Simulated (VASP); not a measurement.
**BN (lda): single point with LDA**

Crystal: BN (lda).

```
B N
1.0
     2.52269    0.00000    0.00000
    -1.26135    2.18472    0.00000
     0.00000    0.00000    4.17433
B N
2 2
Direct
  0.33333 0.66667 0.99980
  0.66667 0.33333 0.49980
  0.33333 0.66667 0.37420
  0.66667 0.33333 0.87420
```

```json
{
 "Program": "VASP 6.6.1",
 "Task": "single point",
 "Functional": "LDA",
 "Potentials or basis": "VASP PAW LDA potentials, release 64 (B_h, N_h)",
 "Cutoff": "910 eV",
 "k mesh": "9 × 9 × 6",
 "Occupations": "gaussian, width 0.01 eV",
 "Spin": "no spin polarisation",
 "Dipole correction": "no",
 "Second run": "hard_potentials",
 "Further INCAR settings": "ALGO = Normal; EDIFF = 1e-06; NBANDS = 16"
}
```

```json
{"Pressure": "0.7 GPa", "Largest force": "0.003 eV/Å", "Band gap on the k mesh": "4.91 eV, indirect (least direct gap 8.28 eV)"}
```

Forces on the atoms (eV/Å):
```
B    0.000  0.000  0.003
B    0.000  0.000  0.003
N    0.000  0.000 -0.003
N    0.000  0.000 -0.003
```

Levels at points of the mesh, in eV from the valence-band top:
```tsv
k point	band 4	band 5	band 6	band 7	band 8	band 9	band 10	band 11	band 12	band 13
(0.00, 0.00, 0.00)	-2.19	-2.19	-0.30	0.00	0.00	8.35	8.35	8.63	9.94	11.24
(0.00, 0.00, 0.50)	-5.82	-1.22	-1.22	-1.22	-1.22	9.71	9.71	9.94	9.94	9.94
```

It used 53 s of CPU time on 1 thread of AMD EPYC 7R13 Processor (Zen 3), with other jobs on the host.

Caveat: the cutoff is under 1.25 times the usual one of these potentials, so pressure, stress and relaxed cells hold a basis-set (Pulay) error. A hybrid or GW would open this gap; LDA tends to underestimate it.
